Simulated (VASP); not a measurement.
Pd:

```
CELL_PARAMETERS angstrom
0.00000 1.97371 1.97371
1.97371 0.00000 1.97371
1.97371 1.97371 0.00000
ATOMIC_POSITIONS crystal
Pd 0.00000 0.00000 0.00000
```

Base run:

| Item | Value |
| --- | --- |
| Program | VASP 6.6.1 |
| Functional | PBE |
| Potentials or basis | VASP PAW PBE potentials, release 64 (Pd) |
| Cutoff | 520 eV |
| k mesh | 14 × 14 × 14 |
| Occupations | fermi-dirac, width 1 eV |
| Spin | collinear spin, ferromagnetic start |
| Starting moments | [0.288] μB |

Its results: pressure 12.8 GPa; net moment 0.00 μB per cell.

Task: The run is repeated on the same cell with these changes: occupations from fermi-dirac, width 1 eV to gaussian, width 0.1 eV. What comes out?

Result: Pressure -0.3 GPa; net moment 0.43 μB per cell; site moments Pd +0.43 μB.
